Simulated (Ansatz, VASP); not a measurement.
# One calculation of C, two programs

File INCAR:

```
PREC = Accurate ; ENCUT = 520
EDIFF = 1E-6 ; ISMEAR = -1
SIGMA = 0.05 ; LREAL = False
LASPH = True ; NELM = 60
ALGO = Normal ; ISIF = 2
LWAVE = False ; LCHARG = False
NBANDS = 16
```

Contents of KPOINTS:

```
Automatic mesh
0
Gamma
  12 12 4
```

File POSCAR:

```
C
1.0
    1.2361809750     -2.1411487327      0.0000000000
    1.2361809750      2.1411487327      0.0000000000
    0.0000000000      0.0000000000      7.2207742290
C
4
Direct
    0.9166205400      0.0833794600      0.7531376000
    0.4166205400      0.5833794600      0.2468624000
    0.0833794600      0.9166205400      0.2468624000
    0.5833794600      0.4166205400      0.7531376000
```

input.yaml

```yaml
crystal:
  lattice:
    - [1.236180975, -2.1411487327, 0.0]
    - [1.236180975, 2.1411487327, 0.0]
    - [0.0, 0.0, 7.220774229]
  atoms:
    - { symbol: C, position: [0.91662054, 0.08337946, 0.7531376] }
    - { symbol: C, position: [0.41662054, 0.58337946, 0.2468624] }
    - { symbol: C, position: [0.08337946, 0.91662054, 0.2468624] }
    - { symbol: C, position: [0.58337946, 0.41662054, 0.7531376] }
hamiltonian:
  xc: lda
  pseudopotentials: { kind: paw }
kpoints:
  mp_grid: { grid: [12, 12, 4] }
scf:
  occupations: { method: fermi_dirac, width: 0.05 }
output:
  forces: true
  stress: true
  eigenvalues: true
```

Alike in both runs: task single point; functional LDA; k mesh 12 × 12 × 4; occupations fermi-dirac, width 0.05 eV; no spin polarisation.

|  | VASP | Ansatz |
| --- | --- | --- |
| version | VASP 6.6.1 | Ansatz 0.2.0 |
| potentials or method | VASP PAW LDA potentials, release 64 (C) | Ansatz PAW |
| plane-wave cutoff (eV) | 520 | 420 |
| valence electrons in the cell | 16 | 16 |

Ansatz gave:

| Item | Value |
| --- | --- |
| gap on the k mesh at the Fermi level (eV) | 0.02 |
| least direct gap on the mesh (eV) | 0.02 |
| pressure (GPa) | -8.8 |
| traceless stress, the component that is largest in VASP (GPa) | 7.63 |
| rms of the force components (eV/Å) | 0.014 |

**Question.** Which values does VASP return?

**Answer.** gap on the k mesh at the Fermi level (eV): 0.02; least direct gap on the mesh (eV): 0.02; pressure (GPa): -8.1; traceless stress, the component that is largest in VASP (GPa): 6.77; rms of the force components (eV/Å): 0.014.

LDA's correlation is that of Perdew and Zunger in VASP and of Perdew and Wang (1992) in Ansatz. Atom by atom the forces differ by 0.000 eV/Å (rms over components).
